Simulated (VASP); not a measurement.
Wanted: the native input for a VASP 6.6.1 run.

```yaml
Task: relaxation of cell and atoms
Functional: PBE
Potentials_or_basis: VASP PAW PBE potentials, release 64 (Ta_pv, As)
Cutoff: 600 eV
k_mesh: 20 × 20 × 12
Occupations: gaussian, width 0.1 eV
Spin: no spin polarisation
Dipole_correction: no
Further_INCAR_settings: ALGO = Normal; EDIFF = 1e-06; IBRION = 2; EDIFFG = -0.01; NSW = 100; ISIF = 3
```

The structure of TaAs lies in POSCAR:

```
TaAs
1.0
    2.7815108102      0.0000000000      0.0000000000
    0.0000000000      2.7815108102      0.0000000000
    0.0000000000      0.0000000000      5.2220268805
Ta As
1 1
Direct
    0.0000000000      0.0000000000      0.0000000000
    0.0000000000      0.0000000000      0.5000000000
```

The cell was generated, and may not be a known phase.

One way to write it, as run:

INCAR

```
PREC     = Accurate       # precision mode
ENCUT    = 600            # plane-wave cutoff, eV
EDIFF    = 1E-6           # SCF threshold, eV
ISMEAR   = 0              # smearing method
SIGMA    = 0.1            # smearing width, eV
LREAL    = F              # projectors in reciprocal space
LASPH    = T              # aspherical terms in the spheres
NELM     = 60             # most SCF steps
ALGO     = Normal         # electronic algorithm
ISIF     = 3              # what is computed and relaxed
LWAVE    = F              # write WAVECAR
LCHARG   = F              # write CHGCAR
GGA      = PE             # functional
IBRION   = 2              # ionic algorithm
NSW      = 100            # ionic steps
EDIFFG   = -0.01          # ionic threshold
```

KPOINTS

```
regular mesh
0
Gamma
  20 20 12
```

Potentials or basis: VASP PAW PBE potentials, release 64 (Ta_pv, As).

The run is started by

```console
$ cat potpaw_PBE.64/Ta_pv/POTCAR potpaw_PBE.64/As/POTCAR > POTCAR
$ mpirun -np 1 vasp_std > vasp.out
```

Results of the run:

```
Relaxed volume                        : 20.51 Å³/atom
Relaxed cell                          : a = 2.821 Å, b = 2.821 Å, c = 5.154 Å, α = 90.00°, β = 90.00°, γ = 90.00°
Space group after relaxing (to 0.1 Å) : P4/mmm (No. 123)
Energy gained by relaxing             : 8.1 meV/atom
Ionic steps                           : 5
Pressure after relaxing               : 0.0 GPa
Band gap on the k mesh                : zero (bands 8 and 9 overlap by 3.29 eV)
```

Caveat: spin-orbit coupling is left out, which moves the levels of the heavy elements.

It took 5.6 min on 1 thread of Intel(R) Xeon(R) Platinum 8488C (Sapphire Rapids), on a shared host, peak memory 0.45 GiB.
